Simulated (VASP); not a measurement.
# Ga (C2/c) in VASP: single point with LDA

Aim: the single point of Ga with LDA.

All numbers are computed with VASP 6.6.1; they aren't measurements. Logs are shortened: lines on timing, memory, paths and dates and some standing lists are left out, and cuts for length are marked.

## 1. The cell of the first run

The structure is monoclinic, space group C2/c (No. 15). Conventional cell: a = 2.786 Å, b = 8.127 Å, c = 3.421 Å, α = 90.00°, β = 90.68°, γ = 90.00°. Ga (site symmetry 2) has 10 Ga at 2.76 to 3.42 Å within 3.6 Å.

## 2. Single point, LDA (19.36 Å³/atom)

The input, INCAR:

```
SYSTEM = Ga
  ALGO = Normal
  EDIFF = 1E-7
  ENCUT = 520
  ISIF = 2
  ISMEAR = -1
  LASPH = .True.
  LCHARG = .True.
  LELF = .True.
  LREAL = .False.
  LVHAR = .True.
  LWAVE = .False.
  NBANDS = 20
  NELM = 80
  PREC = Accurate
  SIGMA = 0.1
```

The input, KPOINTS:

```
k-points
0
Gamma
  17 17 11
  0 0 0
```

The input, POSCAR:

```
Ga
1.0
   -3.0593983324      2.6872972353      1.3678828224
    2.6872972353     -3.0593983324      1.3678828224
    2.7421834379      2.7421834379     -2.0493866632
Ga
2
Direct
    0.9916734366      0.0083265634      0.0000000000
    0.7583265634      0.2416734366      0.5000000000
```

Potentials or basis: VASP PAW LDA potentials, release 64 (Ga_d).

The run is started by

```bash
$ cat potpaw_LDA.64/Ga_d/POTCAR > POTCAR
$ mpirun -np 1 vasp_std > vasp.out
```

OUTCAR:

```text
SYSTEM = Ga
   EDIFF = 1E-7
   ENCUT = 520
   ISIF = 2
   ISMEAR = -1
   LASPH = .True.
   LREAL = .False.
   NELM = 80
   PREC = Accurate

 ion  position               nearest neighbor table
   1  0.992  0.008  0.000-   2 2.76   2 2.76   2 2.90   2 2.90   2 2.92   2 2.92
   2  0.758  0.242  0.500-   1 2.76   1 2.76   1 2.90   1 2.90   1 2.92   1 2.92

  Warning from LATTYP: Got some problem with cell dimensions!
  Tried to take original basis but could not verify dimensions!
  LATTYP: Found a base centered monoclinic cell.
 ALAT       =     2.7859167461
 B/A-ratio  =     2.9171922751
 C/A-ratio  =     1.2280908620
 COS(beta)  =    -0.0119551080

  Lattice vectors:

 A1 = (   3.0593983324,  -2.6872972353,  -1.3678828224)
 A2 = (  -2.6872972353,   3.0593983324,  -1.3678828224)
 A3 = (   2.3700823408,   2.3700823408,   0.6863789816)

Analysis of symmetry for initial positions (statically):
=====================================================================
 Subroutine PRICEL returns:
 Original cell was already a primitive cell.

 Routine SETGRP: Setting up the symmetry group for a
 base centered monoclinic supercell.

 Subroutine GETGRP returns: Found  4 space group operations
 (whereof  2 operations were pure point group operations)
 out of a pool of  4 trial point group operations.

The static configuration has the point symmetry C_2 .
 The point group associated with its full space group is C_2h.

Analysis of symmetry for dynamics (positions and initial velocities):
=====================================================================
 Subroutine PRICEL returns:
 Original cell was already a primitive cell.

 Routine SETGRP: Setting up the symmetry group for a
 base centered monoclinic supercell.

 Subroutine GETGRP returns: Found  4 space group operations
 (whereof  2 operations were pure point group operations)
 out of a pool of  4 trial point group operations.

The dynamic configuration has the point symmetry C_2 .
 The point group associated with its full space group is C_2h.

 Subroutine INISYM returns: Found  4 space group operations
 (whereof  2 operations are pure point group operations),
 and found     1 'primitive' translations

----------------------------------------------------------------------------------------

                                     Primitive cell

  volume of cell :      38.7292

  direct lattice vectors                    reciprocal lattice vectors
    -3.059398332  2.687297235  1.367882822     0.065038839  0.239051885  0.406888834
     2.687297235 -3.059398332  1.367882822     0.239051885  0.065038839  0.406888834
     2.742183438  2.742183438 -2.049386663     0.202968276  0.202968276  0.055212857

  length of vectors
     4.295647565  4.295647565  4.386242778     0.476376298  0.476376298  0.292302415

  position of ions in fractional coordinates (direct lattice)
     0.991673437  0.008326563  1.000000000
     0.758326563  0.241673437  0.500000000

  ion indices of the primitive-cell ions
   primitive index   ion index
                 1           1
                 2           2

----------------------------------------------------------------------------------------

 KPOINTS: k-points

Automatic generation of k-mesh.
 Grid dimensions read from file:
 generate k-points for:   17   17   11

 Generating k-lattice:

  Cartesian coordinates                     Fractional coordinates (reciprocal lattice)
     0.003825814  0.014061876  0.023934637     0.058823529 -0.000000000  0.000000000
     0.014061876  0.003825814  0.023934637    -0.000000000  0.058823529  0.000000000
     0.018451661  0.018451661  0.005019351    -0.000000000 -0.000000000  0.090909091

  Length of vectors
     0.028022135  0.028022135  0.026572947

  Shift w.r.t. Gamma in fractional coordinates (k-lattice)
     0.000000000  0.000000000  0.000000000

 Subroutine IBZKPT returns following result:
 ===========================================

 Found    846 irreducible k-points:

 Following reciprocal coordinates:
            Coordinates               Weight
  0.000000  0.000000  0.000000      1.000000
  0.058824 -0.000000  0.000000      4.000000
  0.117647  0.000000 -0.000000      4.000000
  0.176471 -0.000000  0.000000      4.000000
  0.235294  0.000000 -0.000000      4.000000
  0.294118 -0.000000  0.000000      4.000000
[... 16 lines left out ...]
 -0.176471  0.058824  0.000000      4.000000
 -0.117647  0.058824  0.000000      4.000000
 [... further k-points ...]
   k-points           NKPTS =    846   k-points in BZ     NKDIM =    846   number of bands    NBANDS=     20
   number of dos      NEDOS =    301   number of ions     NIONS =      2
   total plane-waves  NPLWV =  36864
   dimension x,y,z NGX =    32 NGY =   32 NGZ =   36
   dimension x,y,z NGXF=    64 NGYF=   64 NGZF=   72
   ions per type =               2
   NGX,Y,Z   is equivalent  to a cutoff of  12.38, 12.38, 13.64 a.u.
   NGXF,Y,Z  is equivalent  to a cutoff of  24.77, 24.77, 27.29 a.u.
 SYSTEM =  Ga
   PREC   = accura    normal or accurate (medium, high low for compatibility)
   ISTART =      0    job   : 0-new  1-cont  2-samecut
   ICHARG =      2    charge: 1-file 2-atom 10-const
   ISPIN  =      1    spin polarized calculation?
   LNONCOLLINEAR =      F non collinear calculations
   LSORBIT =      F    spin-orbit coupling
   LASPH  =      T    aspherical Exc in radial PAW
   ENCUT  =  520.0 eV  38.22 Ry    6.18 a.u.   7.99  7.99  8.16*2*pi/ulx,y,z
   NELM   =     80;   NELMIN=  2; NELMDL= -5     # of ELM steps
   EDIFF  = 0.1E-06   stopping-criterion for ELM
   LREAL  =      F    real-space projection
   EDIFFG = 0.1E-05   stopping-criterion for IOM
   NSW    =      0    number of steps for IOM
   IBRION =     -1    ionic relax: 0-MD 1-quasi-New 2-CG
   NFREE  =      0    steps in history (QN), initial steepest desc. (CG)
   ISIF   =      2    stress and relaxation
   ISYM   =      2    0-nonsym 1-usesym 2-fastsym
   POTIM  = 0.5000    time-step for ionic-motion
   TEBEG  =    0.0;   TEEND  =   0.0 temperature during run
   PSTRESS=    0.0 pullay stress
   NELECT =      26.0000    total number of electrons
   NUPDOWN=      -1.0000    fix difference up-down
   EMIN   =  10.00;   EMAX   =-10.00  energy-range for DOS
   EFERMI =   0.00;   METHOD = LEGACY
   ISMEAR =    -1;   SIGMA  =   0.10  broadening in eV -4-tet -1-fermi 0-gaus
   EFERMI_NEDOS =   21; number of points for ismear=-14 and -15
   IALGO  =     38    algorithm
   IMIX   =      4    mixing-type and parameters
     AMIX     =   0.40;   BMIX     =  1.00
     AMIX_MAG =   1.60;   BMIX_MAG =  1.00
  volume/ion in A,a.u.               =      19.36       130.68
  Fermi-wavevector in a.u.,A,eV,Ry     =   1.433462  2.708851 27.957448  2.054814
  Thomas-Fermi vector in A             =   2.552978
   LORBIT       =      0    0 simple, 1 ext, 2 COOP (PROOUT), +10 PAW based schemes
   GGA     = CA    functional components
   LHFCALC =     F    Hartree Fock is set to
   AEXX    =    0.0000 exact exchange contribution
   IVDW    =     0    specifies the selected vdW correction
   LEPSILON=     F    determine dielectric tensor
   LRPA    =     F    only Hartree local field effects (RPA)
 non-spin polarized calculation
  energy-cutoff  :      520.00
  volume of cell :       38.73
 maximum number of plane-waves:      1060
   NGX = 15   NGY = 15   NGZ = 17

 number of electron      26.0000008 magnetization

 Free energy of the ion-electron system (eV)
  ---------------------------------------------------
  ext. energy  EPLUGINS =         0.00000000
  ---------------------------------------------------
  free energy    TOTEN  =        -7.10223225 eV

  energy without entropy =       -7.07697161  energy(sigma->0) =       -7.08960193

 E-fermi :   4.9845     XC(G=0): -11.1484

 val. band max:        4.9844783090   @ k =  -0.0588   0.4118   0.3636
 cond. band min:       4.9874922620   @ k =  -0.0588   0.1765   0.3636
 fundamental gap:      0.0030139530
 Fermi energy:         4.9844998052

 k-point     1 :       0.0000    0.0000    0.0000
  band No.  band energies     occupation
      1     -10.1808      2.00000
      2     -10.1755      2.00000
      3     -10.1412      2.00000
      4     -10.1226      2.00000
      5      -9.8763      2.00000
      6      -9.8729      2.00000
[... 12 lines left out ...]
     19      15.3583      0.00000
     20      18.0938      0.00000

 k-point     2 :       0.0588   -0.0000    0.0000
  band No.  band energies     occupation
      1     -10.1827      2.00000
      2     -10.1614      2.00000
      3     -10.1321      2.00000
      4     -10.1079      2.00000
      5      -9.8917      2.00000
      6      -9.8815      2.00000
[... 12 lines left out ...]
     19      14.9830      0.00000
     20      18.6479      0.00000

 k-point     3 :       0.1176    0.0000   -0.0000
  band No.  band energies     occupation
      1     -10.1757      2.00000
      2     -10.1320      2.00000
      3     -10.1072      2.00000
      4     -10.0679      2.00000
      5      -9.9286      2.00000
      6      -9.9023      2.00000
[... 12 lines left out ...]
     19      14.6705      0.00000
     20      19.8412      0.00000

 k-point     4 :       0.1765   -0.0000    0.0000
  band No.  band energies     occupation
      1     -10.1614      2.00000
      2     -10.0912      2.00000
      3     -10.0723      2.00000
      4     -10.0135      2.00000
      5      -9.9741      2.00000
      6      -9.9290      2.00000
[... 12 lines left out ...]
     19      14.4742      0.00000
     20      18.2718      0.00000

 k-point     5 :       0.2353    0.0000   -0.0000
  band No.  band energies     occupation
      1     -10.1466      2.00000
      2     -10.0514      2.00000
      3     -10.0455      2.00000
      4     -10.0067      2.00000
      5      -9.9817      2.00000
      6      -9.9264      2.00000
[... 12 lines left out ...]
     19      15.2629      0.00000
     20      16.2261      0.00000

 k-point     6 :       0.2941   -0.0000    0.0000
  band No.  band energies     occupation
      1     -10.1406      2.00000
      2     -10.0684      2.00000
      3     -10.0425      2.00000
      4     -10.0010      2.00000
      5      -9.9530      2.00000
      6      -9.9312      2.00000
[... 12 lines left out ...]
     19      13.7243      0.00000
     20      16.0411      0.00000

 k-point     7 :       0.3529    0.0000    0.0000
  band No.  band energies     occupation
      1     -10.1462      2.00000
      2     -10.0838      2.00000
      3     -10.0718      2.00000
      4     -10.0069      2.00000
      5      -9.9450      2.00000
      6      -9.9116      2.00000
[... 12 lines left out ...]
     19      12.7743      0.00000
     20      15.6750      0.00000
[... 277 lines left out ...]
 k-point    20 :      -0.3529    0.0588    0.0000
  band No.  band energies     occupation
      1     -10.1373      2.00000
      2     -10.0663      2.00000
      3     -10.0311      2.00000
      4      -9.9994      2.00000
      5      -9.9505      2.00000
      6      -9.9356      2.00000
[... 12 lines left out ...]
     19      14.4905      0.00000
     20      16.9269      0.00000

 k-point    21 :      -0.2941    0.0588   -0.0000
  band No.  band energies     occupation
      1     -10.1392      2.00000
      2     -10.0563      2.00000
      3     -10.0415      2.00000
      4     -10.0026      2.00000
      5      -9.9683      2.00000
      6      -9.9270      2.00000
[... 12 lines left out ...]
     19      15.1231      0.00000
     20      16.4563      0.00000

 k-point    22 :      -0.2353    0.0588    0.0000
  band No.  band energies     occupation
      1     -10.1522      2.00000
      2     -10.0911      2.00000
      3     -10.0767      2.00000
      4      -9.9999      2.00000
      5      -9.9772      2.00000
      6      -9.9205      2.00000
[... 12 lines left out ...]
     19      15.3418      0.00000
     20      18.0001      0.00000

 k-point    23 :      -0.1765    0.0588    0.0000
  band No.  band energies     occupation
      1     -10.1686      2.00000
      2     -10.1345      2.00000
      3     -10.1088      2.00000
      4     -10.0538      2.00000
      5      -9.9368      2.00000
      6      -9.8955      2.00000
[... 12 lines left out ...]
     19      15.3611      0.00000
     20      19.4115      0.00000

 k-point    24 :      -0.1176    0.0588    0.0000
  band No.  band energies     occupation
      1     -10.1799      2.00000
      2     -10.1630      2.00000
      3     -10.1333      2.00000
      4     -10.0952      2.00000
      5      -9.9011      2.00000
      6      -9.8801      2.00000
[... 12 lines left out ...]
     19      15.3019      0.00000
     20      18.5206      0.00000

 [... further k-points ...]

------------------------ aborting loop because EDIFF is reached ----------------------------------------

  FORCE on cell =-STRESS in cart. coord.  units (eV):
  Direction    XX          YY          ZZ          XY          YZ          ZX
  --------------------------------------------------------------------------------------
  -------------------------------------------------------------------------------------
  Total       -1.3518948     -1.3518948     -1.2070051      0.0559667     -0.0383294     -0.0383294
  in kB      -55.9261018    -55.9261018    -49.9322053      2.3152701     -1.5856371     -1.5856368
  external PRESSURE =     -53.9281363 kB  Pullay stress =       0.0000000 kB

 VOLUME and BASIS-vectors are now :
 -----------------------------------------------------------------------------
  energy-cutoff  :      520.00
  volume of cell :       38.73
      direct lattice vectors                 reciprocal lattice vectors
    -3.059398332  2.687297235  1.367882822     0.065038839  0.239051885  0.406888834
     2.687297235 -3.059398332  1.367882822     0.239051885  0.065038839  0.406888834
     2.742183438  2.742183438 -2.049386663     0.202968276  0.202968276  0.055212857

 POSITION                                       TOTAL-FORCE (eV/Angst)
 -----------------------------------------------------------------------------------
     -3.01155      2.63945      1.36788         0.014003     -0.014003     -0.000000
     -0.29948      2.66957      0.34319        -0.014003      0.014003      0.000000
 -----------------------------------------------------------------------------------
    total drift:                               -0.000000     -0.000000      0.000000

  FREE ENERGIE OF THE ION-ELECTRON SYSTEM (eV)
  ---------------------------------------------------
  free  energy   TOTEN  =        -7.1022322456 eV

  energy  without entropy=       -7.0769716068  energy(sigma->0) =       -7.08960193
```

Wall time 14 min (1 thread of Intel Xeon 8259CL, shared host); peak memory 0.58 GiB.

What came out:

```yaml
Free_energy: -7.1022 eV
Pressure: -5.4 GPa
Largest_force: 0.020 eV/Å
Band_gap_on_the_k_mesh: zero (bands 13 and 14 overlap by 7.46 eV)
```

Forces on the atoms (eV/Å):
```
Ga   0.014 -0.014  0.000
Ga  -0.014  0.014  0.000
```

Caveat: the cell stands under tension.
